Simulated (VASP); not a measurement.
Crystal: SnBiO2.

```
CELL_PARAMETERS angstrom
4.53838 0.00000 0.00000
-2.26919 3.93035 0.00000
0.00000 0.00000 4.83306
ATOMIC_POSITIONS crystal
Sn 0.00000 0.00000 0.50000
Bi 0.00000 0.00000 0.00000
O 0.33333 0.66667 0.00000
O 0.66667 0.33333 0.00000
```

The cell was built from a structure type or drawn by symmetry, and may not be a known phase.

```yaml
Program: VASP 6.6.1
Task: relaxation of cell and atoms
Functional: PBE
Potentials_or_basis: VASP PAW PBE potentials, release 64 (Sn_d, Bi_d, O)
Cutoff: 600 eV
k_mesh: 6 × 6 × 4
Occupations: gaussian, width 0.1 eV
Spin: no spin polarisation
```

At the start: pressure 8.1 GPa; volume 21.55 Å³/atom.

**Question.** Where does the relaxation end?

**Answer.** Over 8 steps the energy falls by 938.1 meV/atom and the volume is 21.52 Å³/atom (-0.1 %); space group P6/mmm (No. 191, to 0.1 Å) before and after.

The path:
```
step  energy change (eV)  largest force (eV/Å)  pressure (GPa)  volume (Å³)
   1              0.0000                0.0000            8.10        86.21
   2             -3.5807                0.0000           -4.79        95.34
   3             -3.5822                0.0000           -4.87        94.22
   4             -3.6043                0.0000           -4.93        94.60
   5             -3.7401                0.0000            0.62        85.62
   6             -3.7452                0.0000           -0.45        86.97
   7             -3.7521                0.0000           -0.20        86.27
   8             -3.7525                0.0000           -0.14        86.10
```

Final structure:
```
Sn Bi O
1.0
     4.03164    0.00000    0.00000
    -2.01582    3.49150    0.00000
     0.00000    0.00000    6.11641
Sn Bi O
1 1 2
Direct
  0.00000 0.00000 0.50000
  0.00000 0.00000 0.00000
  0.33333 0.66667 0.00000
  0.66667 0.33333 0.00000
```

Caveat: a cell axis changed by over 15 % at a fixed basis, so the end point is rough; an odd number of electrons without spin polarisation forces a metal; a magnetic or distorted state may lie lower.
